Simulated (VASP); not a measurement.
Set up this calculation in VASP 6.6.1, as the native input.

* Task: single point
* Functional: PBE
* Potentials or basis: VASP PAW PBE potentials, release 64 (Ru_pv)
* Cutoff: 520 eV
* k mesh: 21 × 21 × 12
* Occupations: gaussian, width 0.15 eV
* Spin: no spin polarisation
* Dipole correction: no
* Further INCAR settings: ALGO = Fast; EDIFF = 1e-06; NBANDS = 21

The structure of Ru lies in POSCAR:

```
Ru
1.0
    2.7378214739      0.0000000000      0.0000000000
   -1.3689107370      2.3710229474      0.0000000000
    0.0000000000      0.0000000000      4.0705929673
Ru
2
Direct
    0.3333333333      0.6666666667      0.2500000000
    0.6666666667      0.3333333333      0.7500000000
```

The input as run:

INCAR

```
PREC = Accurate
ENCUT = 520
EDIFF = 1E-6
ISMEAR = 0
SIGMA = 0.15
LREAL = False
LASPH = True
NELM = 60
ALGO = Fast
ISIF = 2
LWAVE = False
LCHARG = True
GGA = PE
LELF = True
LVHAR = True
NBANDS = 21
```

KPOINTS

```
Automatic mesh
0
Gamma
  21 21 12
```

Potentials or basis: VASP PAW PBE potentials, release 64 (Ru_pv).

Launch:

```console
$ cat potpaw_PBE.64/Ru_pv/POTCAR > POTCAR
$ mpirun -np 1 vasp_std > vasp.out
```

It gave:

```json
{
 "Pressure": "16.5 GPa",
 "Band gap on the k mesh": "zero (bands 14 and 15 overlap by 3.28 eV)"
}
```

Caveat: the stress differs along the axes, from 7 to 36 GPa.

It took 2 min on 1 thread of Intel(R) Xeon(R) Platinum 8259CL CPU @ 2.50GHz (Skylake/Cascade Lake), with other jobs on the host, peak memory 0.25 GiB.
